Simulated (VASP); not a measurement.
Here is a VASP 6.6.1 calculation.

Contents of INCAR:

```
SYSTEM = BeS5
ALGO     = Normal         ! electronic algorithm
EDIFF    = 1E-7           ! SCF threshold, eV
ENCUT    = 520            ! plane-wave cutoff, eV
GGA      = PE             ! functional
ISIF     = 2              ! what is computed and relaxed
ISMEAR   = 0              ! smearing method
LASPH    = .TRUE.         ! aspherical terms in the spheres
LCHARG   = .TRUE.         ! write CHGCAR
LELF     = .TRUE.         ! ELF
LREAL    = .FALSE.        ! projectors in reciprocal space
LVHAR    = .TRUE.       
LWAVE    = .FALSE.        ! write WAVECAR
NBANDS   = 25             ! bands
NELM     = 60             ! most SCF steps
PREC     = Accurate       ! precision mode
SIGMA    = 0.1            ! smearing width, eV
```

KPOINTS

```
k-points
0
G
  4 4 4
  0 0 0
```

Contents of POSCAR:

```
BeS5
1.0
    0.0000000000      3.9785752200      3.9785752200
    3.9785752200      0.0000000000      3.9785752200
    3.9785752200      3.9785752200      0.0000000000
Be S
1 5
Direct
    0.0000000000      0.0000000000      0.0000000000
    0.3750000000      0.3750000000      0.8750000000
    0.3750000000      0.8750000000      0.3750000000
    0.8750000000      0.3750000000      0.3750000000
    0.3750000000      0.3750000000      0.3750000000
    0.7500000000      0.7500000000      0.7500000000
```

Potentials or basis: VASP PAW PBE potentials, release 64 (Be, S).

Launch:

```console
$ cat potpaw_PBE.64/Be/POTCAR potpaw_PBE.64/S/POTCAR > POTCAR
$ mpirun -np 1 vasp_std > vasp.out
```

**Question.** Estimate the band gap on the k mesh.

**Answer.** Zero (bands 16 and 17 overlap by 0.94 eV).

**Question.** Estimate the pressure.

**Answer.** -9.2 GPa.

Caveat: the cell stands under tension.
